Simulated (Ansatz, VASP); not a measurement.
**Be24NO: VASP beside Ansatz**

File INCAR:

```
PREC = Accurate
ENCUT = 520
EDIFF = 1E-6
ISMEAR = 0
SIGMA = 0.1
LREAL = False
LASPH = True
NELM = 200
ALGO = Normal
ISIF = 2
LWAVE = False
LCHARG = True
ISPIN = 2
MAGMOM = 0 0 0 0 0 0 0 0 0 0 0 0 0 0 0 0 0 0 0 0 0 0 0 0 1 0
LORBIT = 11
LDIPOL = True
IDIPOL = 3
DIPOL = 0.5 0.5 0.294
GGA = PE
LVHAR = True
LVACPOTAV = True
NBANDS = 52
GGA_COMPAT = False
NELMDL = -8
KPAR = 4
```

The input KPOINTS:

```
Automatic mesh
0
Gamma
  6 4 1
```

The input POSCAR:

```
Be24NO
1.0
    4.5254381411      0.0000000000      0.0000000000
    0.0000000000      7.1336190820      0.0000000000
    0.0000000000      0.0000000000     22.3685529248
Be N O
24 1 1
Direct
    0.0000000000      0.3750000000      0.1788224752
    0.0000000000      0.8750000000      0.1788224752
    0.5000000000      0.3750000000      0.1788224752
    0.5000000000      0.8750000000      0.1788224752
    0.2500000000      0.1250000000      0.2080237711
    0.2500000000      0.6250000000      0.2080237711
    0.7500000000      0.1250000000      0.2080237711
    0.7500000000      0.6250000000      0.2080237711
    0.2500000000      0.3750000000      0.2664263628
    0.2500000000      0.8750000000      0.2664263628
    0.7500000000      0.3750000000      0.2664263628
    0.7500000000      0.8750000000      0.2664263628
    0.0000000000      0.1250000000      0.2903069137
    0.0000000000      0.6250000000      0.2903069137
    0.5000000000      0.1250000000      0.2903069137
    0.5000000000      0.6250000000      0.2903069137
    0.0000000000      0.3750000000      0.3546814205
    0.0000000000      0.8750000000      0.3546814205
    0.5000000000      0.3750000000      0.3546814205
    0.5000000000      0.8750000000      0.3546814205
    0.2500000000      0.1250000000      0.3741213369
    0.2500000000      0.6250000000      0.3741213369
    0.7500000000      0.1250000000      0.3741213369
    0.7500000000      0.6250000000      0.3741213369
    0.7500000000      0.4583333333      0.4604031812
    0.8487676923      0.5571010257      0.4977049237
```

Input for Ansatz:

```yaml
crystal:
  lattice:
    - [4.5254381411, 0.0, 0.0]
    - [0.0, 7.133619082, 0.0]
    - [0.0, 0.0, 22.3685529248]
  atoms:
    - { symbol: Be, position: [0.0, 0.375, 0.1788224752] }
    - { symbol: Be, position: [0.0, 0.875, 0.1788224752] }
    - { symbol: Be, position: [0.5, 0.375, 0.1788224752] }
    - { symbol: Be, position: [0.5, 0.875, 0.1788224752] }
    - { symbol: Be, position: [0.25, 0.125, 0.2080237711] }
    - { symbol: Be, position: [0.25, 0.625, 0.2080237711] }
    - { symbol: Be, position: [0.75, 0.125, 0.2080237711] }
    - { symbol: Be, position: [0.75, 0.625, 0.2080237711] }
    - { symbol: Be, position: [0.25, 0.375, 0.2664263628] }
    - { symbol: Be, position: [0.25, 0.875, 0.2664263628] }
    - { symbol: Be, position: [0.75, 0.375, 0.2664263628] }
    - { symbol: Be, position: [0.75, 0.875, 0.2664263628] }
    - { symbol: Be, position: [0.0, 0.125, 0.2903069137] }
    - { symbol: Be, position: [0.0, 0.625, 0.2903069137] }
    - { symbol: Be, position: [0.5, 0.125, 0.2903069137] }
    - { symbol: Be, position: [0.5, 0.625, 0.2903069137] }
    - { symbol: Be, position: [0.0, 0.375, 0.3546814205] }
    - { symbol: Be, position: [0.0, 0.875, 0.3546814205] }
    - { symbol: Be, position: [0.5, 0.375, 0.3546814205] }
    - { symbol: Be, position: [0.5, 0.875, 0.3546814205] }
    - { symbol: Be, position: [0.25, 0.125, 0.3741213369] }
    - { symbol: Be, position: [0.25, 0.625, 0.3741213369] }
    - { symbol: Be, position: [0.75, 0.125, 0.3741213369] }
    - { symbol: Be, position: [0.75, 0.625, 0.3741213369] }
    - { symbol: "N", position: [0.75, 0.4583333333, 0.4604031812], spin: 1.0 }
    - { symbol: O, position: [0.8487676923, 0.5571010257, 0.4977049237] }
basis:
  ecutwfc: 420
kpoints:
  mp_grid: { grid: [6, 4, 1] }
hamiltonian:
  xc: pbe
scf:
  occupations: { method: gaussian, width: 0.1 }
output:
  forces: true
  eigenvalues: true
  populations: true
magnetization:
  spin_polarized: true
efield:
  axis: 3
  dipole_correction: true
  ramp_width: 0.04
```

Alike in both runs: task single point; functional PBE; k mesh 6 × 4 × 1; occupations gaussian, width 0.1 eV; collinear spin.

```csv
,VASP,Ansatz
version,VASP 6.6.1,Ansatz 0.2.0
potentials or method,"VASP PAW PBE potentials, release 64 (Be, N, O), cutoff 520 eV","scalar-relativistic, plane waves, PAW"
valence electrons in the cell,59,59
```

```csv
,VASP,Ansatz,Ansatz less VASP
gap on the k mesh at the Fermi level (eV),none,none,-
rms of the force components (eV/Å),0.231,0.282,+0.0516
net moment per atom (μB),0.01,0.01,0.000
size of the moment on the site where the two differ most (μB),0.17,0.09,-0.078
"work function, face that differs most (eV)",4.82,4.80,-0.020
```

Site moments also hang on the region over which each program counts them. Atom by atom the forces differ by 0.175 eV/Å (rms over components). A gap of «none» marks a metal or a gap that the smearing closes. One of these differences is far larger than is usual between the two programs; its cause wasn't traced. The functional is the same, so the differences come from potentials, cutoffs and numerics.

Noted on VASP's run: the standard files for N, O and F lose accuracy on very short bonds.
